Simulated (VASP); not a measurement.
# Zn (P6_3/mmc) in VASP: single point with r2SCAN

Aim: the single point of Zn with r2SCAN.

Everything below comes from runs of VASP 6.6.1. Logs are shortened: lines on timing, memory, paths and dates and some standing lists are left out, and cuts for length are marked.

**1. The cell of the first run**

It takes space group P6_3/mmc (No. 194, hexagonal). Conventional cell: a = 2.615 Å, b = 2.615 Å, c = 4.864 Å, α = 90.00°, β = 90.00°, γ = 120.00°. Zn (site symmetry -6m2) has 12 Zn at 2.62 to 2.86 Å within 3.4 Å.

**2. Single point, r2SCAN**

Input file POSCAR:

```
Zn
1.0
    2.6153621207      0.0000000000      0.0000000000
   -1.3076810603      2.2649700366      0.0000000000
    0.0000000000      0.0000000000      4.8643776372
Zn
2
Direct
    0.3333333333      0.6666666667      0.2500000000
    0.6666666667      0.3333333333      0.7500000000
```

Input file INCAR.step1:

```
SYSTEM = Zn
ALGO = Normal
EDIFF = 1E-4
ENCUT = 520
GGA = PE
ISMEAR = -1
LASPH = .True.
LCHARG = .False.
LREAL = .False.
LWAVE = .True.
NBANDS = 19
NELM = 80
PREC = Accurate
SIGMA = 0.1
```

Input file INCAR.step2:

```
SYSTEM = Zn
ALGO = Normal
EDIFF = 1E-6
ENCUT = 520
ISIF = 2
ISMEAR = -1
ISTART = 1
LASPH = .True.
LCHARG = .False.
LMIXTAU = .True.
LREAL = .False.
LWAVE = .False.
METAGGA = R2SCAN
NBANDS = 19
NELM = 80
PREC = Accurate
SIGMA = 0.1
```

Input file KPOINTS:

```
k-points
0
Gamma
  17 17 8
  0 0 0
```

Potentials or basis: VASP PAW PBE potentials, release 64 (Zn).

Command:

```sh
cat potpaw_PBE.64/Zn/POTCAR > POTCAR
cp INCAR.step1 INCAR
mpirun -np 1 vasp_std > vasp.out
cp INCAR.step2 INCAR
mpirun -np 1 vasp_std > vasp.out
```

OUTCAR:

```text
SYSTEM = Zn
   EDIFF = 1E-6
   ENCUT = 520
   ISIF = 2
   ISMEAR = -1
   ISTART = 1
   LASPH = .True.
   LREAL = .False.
   METAGGA = R2SCAN
   NELM = 80
   PREC = Accurate

 ion  position               nearest neighbor table
   1  0.333  0.667  0.250-   2 2.86   2 2.86   2 2.86   2 2.86   2 2.86   2 2.86
   2  0.667  0.333  0.750-   1 2.86   1 2.86   1 2.86   1 2.86   1 2.86   1 2.86

  LATTYP: Found a hexagonal cell.
 ALAT       =     2.6153621207
 C/A-ratio  =     1.8599250936

  Lattice vectors:

 A1 = (   2.6153621207,   0.0000000000,   0.0000000000)
 A2 = (  -1.3076810603,   2.2649700366,   0.0000000000)
 A3 = (   0.0000000000,   0.0000000000,   4.8643776372)

Analysis of symmetry for initial positions (statically):
=====================================================================
 Subroutine PRICEL returns:
 Original cell was already a primitive cell.

 Routine SETGRP: Setting up the symmetry group for a
 hexagonal supercell.

 Subroutine GETGRP returns: Found 24 space group operations
 (whereof 12 operations were pure point group operations)
 out of a pool of 24 trial point group operations.

The static configuration has the point symmetry D_3d.
 The point group associated with its full space group is D_6h.

Analysis of symmetry for dynamics (positions and initial velocities):
=====================================================================
 Subroutine PRICEL returns:
 Original cell was already a primitive cell.

 Routine SETGRP: Setting up the symmetry group for a
 hexagonal supercell.

 Subroutine GETGRP returns: Found 24 space group operations
 (whereof 12 operations were pure point group operations)
 out of a pool of 24 trial point group operations.

The dynamic configuration has the point symmetry D_3d.
 The point group associated with its full space group is D_6h.

 Subroutine INISYM returns: Found 24 space group operations
 (whereof 12 operations are pure point group operations),
 and found     1 'primitive' translations

----------------------------------------------------------------------------------------

                                     Primitive cell

  volume of cell :      28.8152

  direct lattice vectors                    reciprocal lattice vectors
     2.615362121  0.000000000  0.000000000     0.382356230  0.220753472  0.000000000
    -1.307681060  2.264970037  0.000000000     0.000000000  0.441506944  0.000000000
[... 83 lines left out ...]
   ENCUT  =  520.0 eV  38.22 Ry    6.18 a.u.   4.86  4.86  9.04*2*pi/ulx,y,z
   NELM   =     80;   NELMIN=  2; NELMDL=  0     # of ELM steps
   EDIFF  = 0.1E-05   stopping-criterion for ELM
   LREAL  =      F    real-space projection
   EDIFFG = 0.1E-04   stopping-criterion for IOM
   NSW    =      0    number of steps for IOM
   IBRION =     -1    ionic relax: 0-MD 1-quasi-New 2-CG
   NFREE  =      0    steps in history (QN), initial steepest desc. (CG)
   ISIF   =      2    stress and relaxation
   ISYM   =      2    0-nonsym 1-usesym 2-fastsym
   POTIM  = 0.5000    time-step for ionic-motion
   TEBEG  =    0.0;   TEEND  =   0.0 temperature during run
   PSTRESS=    0.0 pullay stress
   NELECT =      24.0000    total number of electrons
   NUPDOWN=      -1.0000    fix difference up-down
   EMIN   =  10.00;   EMAX   =-10.00  energy-range for DOS
   EFERMI =   0.00;   METHOD = LEGACY
   ISMEAR =    -1;   SIGMA  =   0.10  broadening in eV -4-tet -1-fermi 0-gaus
   EFERMI_NEDOS =   21; number of points for ismear=-14 and -15
   IALGO  =     38    algorithm
   IMIX   =      4    mixing-type and parameters
     AMIX     =   0.40;   BMIX     =  1.00
     AMIX_MAG =   1.60;   BMIX_MAG =  1.00
  volume/ion in A,a.u.               =      14.41        97.23
  Fermi-wavevector in a.u.,A,eV,Ry     =   1.540298  2.910741 32.280061  2.372518
  Thomas-Fermi vector in A             =   2.646405
   LORBIT       =      0    0 simple, 1 ext, 2 COOP (PROOUT), +10 PAW based schemes
   METAGGA = R2SCAN    functional components
   LHFCALC =     F    Hartree Fock is set to
   AEXX    =    0.0000 exact exchange contribution
   IVDW    =     0    specifies the selected vdW correction
   LEPSILON=     F    determine dielectric tensor
   LRPA    =     F    only Hartree local field effects (RPA)
 non-spin polarized calculation
  energy-cutoff  :      520.00
  volume of cell :       28.82
 maximum number of plane-waves:       792
 NGX is ok and might be reduce to    20
   NGX =  9   NGY =  9   NGZ = 19

 number of electron      24.0000035 magnetization

 Free energy of the ion-electron system (eV)
  ---------------------------------------------------
  ext. energy  EPLUGINS =         0.00000000
  ---------------------------------------------------
  free energy    TOTEN  =       -17.79916799 eV

  energy without entropy =      -17.78221689  energy(sigma->0) =      -17.79069244

 E-fermi :   3.3225     XC(G=0): -12.9612

 val. band max:        3.2891519260   @ k =   0.3529   0.2353   0.2500
 cond. band min:       3.3409522836   @ k =   0.3529   0.1765   0.1250
 fundamental gap:      0.0518003576
 Fermi energy:         3.3224735163

 k-point     1 :       0.0000    0.0000    0.0000
  band No.  band energies     occupation
      1      -7.9458      2.00000
      2      -5.8602      2.00000
      3      -5.0306      2.00000
      4      -4.7625      2.00000
      5      -4.7624      2.00000
      6      -4.7058      2.00000
[... 505 lines left out ...]
      6      -4.7068      2.00000
[... 11 lines left out ...]
     18      17.2481      0.00000
     19      18.4159      0.00000

 [... further k-points ...]

------------------------ aborting loop because EDIFF is reached ----------------------------------------

  FORCE on cell =-STRESS in cart. coord.  units (eV):
  Direction    XX          YY          ZZ          XY          YZ          ZX
  --------------------------------------------------------------------------------------
  -------------------------------------------------------------------------------------
  Total        0.1342327      0.1342327     -0.0028480      0.0000000     -0.0000000      0.0000000
  in kB        7.4635806      7.4635806     -0.1583561      0.0000000     -0.0000000      0.0000000
  external PRESSURE =       4.9229350 kB  Pullay stress =       0.0000000 kB

 VOLUME and BASIS-vectors are now :
 -----------------------------------------------------------------------------
  energy-cutoff  :      520.00
  volume of cell :       28.82
      direct lattice vectors                 reciprocal lattice vectors
     2.615362121  0.000000000  0.000000000     0.382356230  0.220753472  0.000000000
    -1.307681060  2.264970037  0.000000000     0.000000000  0.441506944  0.000000000
     0.000000000  0.000000000  4.864377637     0.000000000  0.000000000  0.205576144

 POSITION                                       TOTAL-FORCE (eV/Angst)
 -----------------------------------------------------------------------------------
     -0.00000      1.50998      1.21609         0.000000      0.000000      0.000000
      1.30768      0.75499      3.64828        -0.000000      0.000000      0.000000
 -----------------------------------------------------------------------------------
    total drift:                               -0.000000      0.000000     -0.000000

  FREE ENERGIE OF THE ION-ELECTRON SYSTEM (eV)
  ---------------------------------------------------
  free  energy   TOTEN  =       -17.7991679935 eV

  energy  without entropy=      -17.7822168941  energy(sigma->0) =      -17.79069244
```

OUTCAR.step1:

```text
SYSTEM = Zn
   EDIFF = 1E-4
   ENCUT = 520
   GGA = PE
   ISMEAR = -1
   LASPH = .True.
   LREAL = .False.
[... 751 lines left out ...]
     -0.00000      1.50998      1.21609         0.000000      0.000000      0.000000
      1.30768      0.75499      3.64828        -0.000000     -0.000000      0.000000
 -----------------------------------------------------------------------------------
    total drift:                               -0.000000      0.000000     -0.000000

  FREE ENERGIE OF THE ION-ELECTRON SYSTEM (eV)
  ---------------------------------------------------
  free  energy   TOTEN  =        -2.1929826950 eV

  energy  without entropy=       -2.1754844288  energy(sigma->0) =       -2.18423356
```

Run time: 9.5 min. Hardware: 1 thread of AMD EPYC 7R43 (Zen 3), shared host; peak memory 0.16 GiB.

What came out:

- Free energy: -17.7992 eV
- Pressure: 0.5 GPa
- Band gap on the k mesh: zero (band 12 reaches 4.78 eV, above the bottom of band 13 at 0.27 eV)

Stress tensor (GPa, compression positive):
```
 0.75  0.00  0.00
 0.00  0.75  0.00
 0.00  0.00 -0.02
```

Caveat: the PAW data sets were made with another functional, which shifts forces and pressure a little.
